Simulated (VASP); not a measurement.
# Al (P3_2) in VASP: notebook

The runs below take Al through single point, relaxation of cell and atoms, with PBE.

All numbers are computed with VASP 6.6.1; they aren't measurements. Logs are shortened: lines on timing, memory, paths and dates and some standing lists are left out, and cuts for length are marked.

## Step 1: The cell of the first run

Symmetry: P3_2, No. 145, trigonal system. The conventional cell has a = 4.590 Å, b = 4.590 Å, c = 6.749 Å, α = 90.00°, β = 90.00°, γ = 120.00°. Al (site symmetry 1) has 9 Al at 2.48 to 3.45 Å within 3.5 Å. Within 3.1 Å of Al (site symmetry 1) lie 5 Al at 2.36 to 2.51 Å.

The cell was built from a structure type or drawn by symmetry, and may not be a known phase.

## Step 2: Single point, PBE

The input, INCAR:

```
SYSTEM = Al
ALGO = Fast
EDIFF = 1E-6
ENCUT = 520
GGA = PE
ISIF = 2
ISMEAR = 0
LASPH = .True.
LCHARG = .True.
LELF = .True.
LREAL = .False.
LVHAR = .True.
LWAVE = .False.
NBANDS = 18
NELM = 80
PREC = Accurate
SIGMA = 0.1
```

The input, KPOINTS:

```
k-points
0
Gamma
  6 6 4
  0 0 0
```

The input, POSCAR:

```
Al
1.0
    4.5900154700      0.0000000000      0.0000000000
   -2.2950077400      3.9750700000      0.0000000000
    0.0000000000      0.0000000000      6.7485141200
Al
6
Direct
    0.1641140600      0.6627825600      0.3404836700
    0.3372174400      0.5013315000      0.0071503400
    0.4986685000      0.8358859400      0.6738170100
    0.5743802200      0.2454604700      0.2345866100
    0.7545395300      0.3289197600      0.9012532800
    0.6710802400      0.4256197800      0.5679199500
```

Potentials or basis: VASP PAW PBE potentials, release 64 (Al).

The run is started by

```sh
$ cat potpaw_PBE.64/Al/POTCAR > POTCAR
$ mpirun -np 1 vasp_std > vasp.out
```

OUTCAR:

```text
SYSTEM = Al
   EDIFF = 1E-6
   ENCUT = 520
   GGA = PE
   ISIF = 2
   ISMEAR = 0
   LASPH = .True.
   LREAL = .False.
   NELM = 80
   PREC = Accurate

 ion  position               nearest neighbor table
   1  0.164  0.663  0.340-   4 2.48   6 2.49   4 2.51   2 2.61   3 2.61
   2  0.337  0.501  0.007-   5 2.48   4 2.49   5 2.51   3 2.61   1 2.61
   3  0.499  0.836  0.674-   6 2.48   5 2.49   6 2.51   2 2.61   1 2.61
   4  0.574  0.245  0.235-   5 2.36   6 2.36   1 2.48   2 2.49   1 2.51
   5  0.755  0.329  0.901-   4 2.36   6 2.36   2 2.48   3 2.49   2 2.51
   6  0.671  0.426  0.568-   5 2.36   4 2.36   3 2.48   1 2.49   3 2.51

  LATTYP: Found a hexagonal cell.
 ALAT       =     4.5900154700
 C/A-ratio  =     1.4702595588

  Lattice vectors:

 A1 = (   4.5900154700,   0.0000000000,   0.0000000000)
 A2 = (  -2.2950077400,   3.9750700000,   0.0000000000)
 A3 = (   0.0000000000,   0.0000000000,   6.7485141200)

Analysis of symmetry for initial positions (statically):
=====================================================================
 Subroutine PRICEL returns:
 Original cell was already a primitive cell.

 Routine SETGRP: Setting up the symmetry group for a
 hexagonal supercell.

 Subroutine GETGRP returns: Found  3 space group operations
 (whereof  1 operations were pure point group operations)
 out of a pool of 24 trial point group operations.

The static configuration has the point symmetry C_1 .
 The point group associated with its full space group is C_3 .

Analysis of symmetry for dynamics (positions and initial velocities):
=====================================================================
 Subroutine PRICEL returns:
 Original cell was already a primitive cell.

 Routine SETGRP: Setting up the symmetry group for a
 hexagonal supercell.

 Subroutine GETGRP returns: Found  3 space group operations
 (whereof  1 operations were pure point group operations)
 out of a pool of 24 trial point group operations.

The dynamic configuration has the point symmetry C_1 .
 The point group associated with its full space group is C_3 .

 Subroutine INISYM returns: Found  3 space group operations
 (whereof  1 operations are pure point group operations),
 and found     1 'primitive' translations

----------------------------------------------------------------------------------------

[... 96 lines left out ...]
   LSORBIT =      F    spin-orbit coupling
   LASPH  =      T    aspherical Exc in radial PAW
   ENCUT  =  520.0 eV  38.22 Ry    6.18 a.u.   8.53  8.53 12.55*2*pi/ulx,y,z
   NELM   =     80;   NELMIN=  2; NELMDL= -5     # of ELM steps
   EDIFF  = 0.1E-05   stopping-criterion for ELM
   LREAL  =      F    real-space projection
[... 7 lines left out ...]
   TEBEG  =    0.0;   TEEND  =   0.0 temperature during run
   PSTRESS=    0.0 pullay stress
   NELECT =      18.0000    total number of electrons
   NUPDOWN=      -1.0000    fix difference up-down
   EMIN   =  10.00;   EMAX   =-10.00  energy-range for DOS
   EFERMI =   0.00;   METHOD = LEGACY
   ISMEAR =     0;   SIGMA  =   0.10  broadening in eV -4-tet -1-fermi 0-gaus
   EFERMI_NEDOS =   21; number of points for ismear=-14 and -15
   IALGO  =     68    algorithm
   IMIX   =      4    mixing-type and parameters
     AMIX     =   0.40;   BMIX     =  1.00
     AMIX_MAG =   1.60;   BMIX_MAG =  1.00
  volume/ion in A,a.u.               =      20.52       138.49
  Fermi-wavevector in a.u.,A,eV,Ry     =   0.862402  1.629704 10.119169  0.743738
  Thomas-Fermi vector in A             =   1.980199
   LORBIT       =      0    0 simple, 1 ext, 2 COOP (PROOUT), +10 PAW based schemes
   GGA     = PE    functional components
   LHFCALC =     F    Hartree Fock is set to
   AEXX    =    0.0000 exact exchange contribution
   IVDW    =     0    specifies the selected vdW correction
   LEPSILON=     F    determine dielectric tensor
   LRPA    =     F    only Hartree local field effects (RPA)
 non-spin polarized calculation
 RMM-DIIS sequential band-by-band and
 Gauss-broadening in eV      SIGMA  =   0.10
  energy-cutoff  :      520.00
  volume of cell :      123.13
 maximum number of plane-waves:      3343
 NGX is ok and might be reduce to    36
   NGX = 17   NGY = 17   NGZ = 25

 number of electron      18.0000000 magnetization

 Free energy of the ion-electron system (eV)
  ---------------------------------------------------
  ext. energy  EPLUGINS =         0.00000000
  ---------------------------------------------------
  free energy    TOTEN  =       -18.57528321 eV

  energy without entropy =      -18.55965264  energy(sigma->0) =      -18.56746793

 E-fermi :   5.5796     XC(G=0):  -9.1011

 val. band max:        5.5707754893   @ k =   0.1667   0.1667   0.2500
 cond. band min:       5.5898287931   @ k =   0.0000   0.3333   0.2500
 fundamental gap:      0.0190533037
 Fermi energy:         5.5795847606

 k-point     1 :       0.0000    0.0000    0.0000
  band No.  band energies     occupation
      1      -4.5316      2.00000
      2      -1.4055      2.00000
      3      -1.4055      2.00000
      4       3.1224      2.00000
      5       3.3827      2.00000
      6       3.3827      2.00000
[... 481 lines left out ...]
      5       2.4232      2.00000
      6       2.9117      2.00000
[... 10 lines left out ...]
     17       9.9608      0.00000
     18      10.2653      0.00000

 [... further k-points ...]

------------------------ aborting loop because EDIFF is reached ----------------------------------------

  FORCE on cell =-STRESS in cart. coord.  units (eV):
  Direction    XX          YY          ZZ          XY          YZ          ZX
  --------------------------------------------------------------------------------------
  -------------------------------------------------------------------------------------
  Total        6.1392272      6.1392272     15.4497523      0.0000000      0.0000000      0.0000000
  in kB       79.8835208     79.8835207    201.0319165      0.0000000      0.0000000      0.0000000
  external PRESSURE =     120.2663193 kB  Pullay stress =       0.0000000 kB

 VOLUME and BASIS-vectors are now :
 -----------------------------------------------------------------------------
  energy-cutoff  :      520.00
  volume of cell :      123.13
      direct lattice vectors                 reciprocal lattice vectors
     4.590015470  0.000000000  0.000000000     0.217864189  0.125783949  0.000000000
    -2.295007740  3.975070000  0.000000000     0.000000000  0.251567897  0.000000000
     0.000000000  0.000000000  6.748514120     0.000000000  0.000000000  0.148180767

 POSITION                                       TOTAL-FORCE (eV/Angst)
 -----------------------------------------------------------------------------------
     -0.76781      2.63461      2.29776         1.084330     -0.007174      0.123246
      0.39727      1.99283      0.04825        -0.535953      0.942644      0.123246
      0.37053      3.32271      4.54726        -0.548378     -0.935471      0.123246
      2.07308      0.97572      1.58311        -0.552537     -1.012520     -0.123246
      2.70847      1.30748      6.08212         1.153136      0.027749     -0.123246
      2.10347      1.69187      3.83262        -0.600599      0.984771     -0.123246
 -----------------------------------------------------------------------------------
    total drift:                                0.000003      0.000000     -0.000072

  FREE ENERGIE OF THE ION-ELECTRON SYSTEM (eV)
  ---------------------------------------------------
  free  energy   TOTEN  =       -18.5752832125 eV

  energy  without entropy=      -18.5596526428  energy(sigma->0) =      -18.56746793
```

OSZICAR:

```text
N       E                     dE             d eps       ncg     rms          rms(c)
DAV:   1     0.210374488591E+02    0.21037E+02   -0.61806E+03  1080   0.787E+02
DAV:   2    -0.174979479900E+02   -0.38535E+02   -0.36210E+02  1380   0.104E+02
DAV:   3    -0.189944579345E+02   -0.14965E+01   -0.14685E+01  1398   0.186E+01
DAV:   4    -0.190208195594E+02   -0.26362E-01   -0.26335E-01  1390   0.288E+00
DAV:   5    -0.190215425336E+02   -0.72297E-03   -0.72294E-03  1372   0.484E-01    0.436E+00
RMM:   6    -0.186999066936E+02    0.32164E+00   -0.18153E-01  1084   0.145E+00    0.259E+00
RMM:   7    -0.185760918958E+02    0.12381E+00   -0.28032E-01  1183   0.192E+00    0.328E-01
RMM:   8    -0.185745753868E+02    0.15165E-02   -0.24823E-02  1184   0.794E-01    0.116E-01
RMM:   9    -0.185751649861E+02   -0.58960E-03   -0.49544E-03  1312   0.375E-01    0.109E-01
RMM:  10    -0.185752762174E+02   -0.11123E-03   -0.11544E-03  1200   0.193E-01    0.315E-02
RMM:  11    -0.185752759499E+02    0.26742E-06   -0.32206E-04  1300   0.111E-01    0.336E-02
RMM:  12    -0.185752822108E+02   -0.62608E-05   -0.79981E-05  1396   0.529E-02    0.360E-02
RMM:  13    -0.185752826474E+02   -0.43668E-06   -0.13997E-05  1252   0.214E-02    0.736E-02
RMM:  14    -0.185752832125E+02   -0.56512E-06   -0.58737E-06  1124   0.144E-02
   1 F= -.18575283E+02 E0= -.18567468E+02  d E =-.156306E-01
```

Wall time 2.1 min (1 thread of Intel Xeon 8259CL, shared host); peak memory 0.24 GiB.

What came out:

```yaml
Free_energy: -18.5753 eV
Pressure: 12.0 GPa
Largest_force: 1.160 eV/Å
Band_gap_on_the_k_mesh: zero (bands 9 and 10 overlap by 0.89 eV)
```

Forces on the atoms (eV/Å):
```
Al   1.084 -0.007  0.123
Al  -0.536  0.943  0.123
Al  -0.548 -0.935  0.123
Al  -0.553 -1.013 -0.123
Al   1.153  0.028 -0.123
Al  -0.601  0.985 -0.123
```

Stress tensor (GPa, compression positive):
```
 7.99  0.00  0.00
 0.00  7.99  0.00
 0.00  0.00 20.10
```

Caveat: the cell stands under pressure; forces of over 1 eV/Å act on the atoms, so gaps and moduli don't describe the material at rest.

## Step 3: Relaxation of cell and atoms, PBE

The input, INCAR:

```
PREC = Accurate
ENCUT = 600
EDIFF = 1E-6
ISMEAR = 0
SIGMA = 0.1
LREAL = False
LASPH = True
NELM = 60
ALGO = Normal
ISIF = 3
LWAVE = False
LCHARG = False
GGA = PE
IBRION = 2
NSW = 90
EDIFFG = -0.04
```

The input, KPOINTS:

```
regular mesh
0
Gamma
  6 6 4
```

POSCAR is that of step 2.

Potentials or basis: VASP PAW PBE potentials, release 64 (Al).

The run is started by

```sh
$ cat potpaw_PBE.64/Al/POTCAR > POTCAR
$ mpirun -np 1 vasp_std > vasp.out
```

Run time: 33 min. Hardware: 1 thread of Intel Xeon 8259CL, shared host; peak memory 0.31 GiB.

It converged, with:

* Free energy: -21.3562 eV
* Relaxed volume: 20.60 Å³/atom
* Relaxed cell: a = 4.154 Å, b = 4.154 Å, c = 8.268 Å, α = 90.00°, β = 90.00°, γ = 120.00°
* Space group after relaxing (to 0.1 Å): P6_3/mmc (No. 194)
* Energy gained by relaxing: 463.4 meV/atom
* Ionic steps: 52
* Pressure after relaxing: 0.2 GPa
* Largest force after relaxing: 0.032 eV/Å
* Band gap on the k mesh: zero (bands 9 and 10 overlap by 3.24 eV)

Forces on the atoms (eV/Å):
```
Al  -0.002  0.014  0.017
Al  -0.012 -0.009  0.017
Al   0.013 -0.006  0.017
Al  -0.021 -0.016 -0.017
Al   0.025 -0.010 -0.017
Al  -0.004  0.026 -0.017
```

Step by step:
```
step  energy change (eV)  largest force (eV/Å)  pressure (GPa)  volume (Å³)
   1              0.0000                1.1600           12.03       123.13
   3             -1.0341                0.6767           -0.71       146.32
   5             -1.4318                0.7742           -0.56       141.34
   7             -1.0551                2.1022            7.99       118.13
   9             -1.9757                1.0436            1.21       128.43
  11             -2.0990                0.8846            0.91       127.50
  13             -2.2602                0.4472           -0.67       130.75
  15             -2.2798                0.3278           -1.34       132.64
  17             -2.3266                0.2609            0.78       127.57
  19             -2.3722                0.2267            0.28       128.01
  21             -2.3869                0.0878           -0.73       130.17
  23             -2.3965                0.1149            0.05       128.23
  25             -2.4098                0.1360            0.32       127.35
  27             -2.4504                0.5118            1.50       123.21
  29             -2.4474                0.5616            1.69       122.51
  31             -2.4507                0.5714            1.67       122.45
  33             -2.4626                0.6101            1.59       122.17
  35             -2.4811                0.6359            1.35       121.94
  37             -2.5666                0.5411            0.32       123.32
  39             -2.6623                0.3131           -0.47       124.76
  41             -2.7085                0.3053            0.41       123.75
  43             -2.7417                0.2021           -0.49       125.45
  45             -2.7506                0.1301           -1.21       126.97
  47             -2.7721                0.1161            0.05       124.07
  49             -2.7751                0.1035            0.05       123.91
  51             -2.7791                0.0530            0.03       123.74
  52             -2.7803                0.0316            0.15       123.57
```

Final structure:
```
Al
1.0
     4.15421    0.00000    0.00000
    -2.07710    3.59765    0.00000
     0.00000    0.00000    8.26818
Al
6
Direct
  0.33371 0.66482 0.37046
  0.33518 0.66889 0.03713
  0.33111 0.66629 0.70380
  0.66963 0.33462 0.20461
  0.66538 0.33501 0.87127
  0.66499 0.33037 0.53794
```

Levels at points of the mesh, in eV from the Fermi level:
```
           k point  band 5  band 6  band 7  band 8  band 9  band 10  band 11  band 12  band 13
(0.00, 0.00, 0.00)   -1.62   -0.46   -0.46    0.78    1.49     1.51     1.51     1.53     2.50
(0.50, 0.00, 0.00)   -4.34   -4.33   -1.93    0.05    0.06     0.20     0.35     0.37     1.90
(0.00, 0.00, 0.50)    0.03    0.03    0.03    0.04    0.95     0.95     3.02     3.02     3.02
(0.50, 0.00, 0.50)   -3.26   -3.26   -1.52   -1.52   -1.43    -1.43     0.68     0.69     2.54
```

Caveat: a cell axis changed by over 15 % at a fixed basis, so the end point is rough.
